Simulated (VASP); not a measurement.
Set up this calculation in VASP 6.6.1, as the native input.

- Task: single point
- Functional: LDA
- Potentials or basis: VASP PAW LDA potentials, release 64 (Hf_pv, N)
- Cutoff: 520 eV
- k mesh: 10 × 10 × 10
- Occupations: methfessel-paxton, width 0.1 eV
- Spin: no spin polarisation
- Dipole correction: no
- Further INCAR settings: ALGO = Normal; EDIFF = 1e-07; NBANDS = 14

The structure of HfN lies in POSCAR:

```
HfN
1.0
    0.0000000000      2.4548200000      2.4548200000
    2.4548200000      0.0000000000      2.4548200000
    2.4548200000      2.4548200000      0.0000000000
Hf N
1 1
Direct
    0.0000000000      0.0000000000      0.0000000000
    0.7500000000      0.7500000000      0.7500000000
```

One way to write it, as run:

INCAR

```
  ALGO = Normal
  EDIFF = 1E-7
  ENCUT = 520
  GGA = CA
  ISIF = 2
  ISMEAR = 1
  LASPH = True
  LCHARG = False
  LREAL = False
  LWAVE = False
  NBANDS = 14
  NELM = 80
  PREC = Accurate
  SIGMA = 0.1
```

KPOINTS

```
k-points
0
Gamma
  10 10 10
```

Potentials or basis: VASP PAW LDA potentials, release 64 (Hf_pv, N).

The run is started by

```sh
$ cat potpaw_LDA.64/Hf_pv/POTCAR potpaw_LDA.64/N/POTCAR > POTCAR
$ mpirun -np 1 vasp_std > vasp.out
```

Results of the run:

The pressure is -10.0 GPa.

It took 24 s on 1 thread of Intel(R) Xeon(R) Platinum 8375C CPU @ 2.90GHz (Ice Lake), with other jobs on the host, peak memory 0.15 GiB.
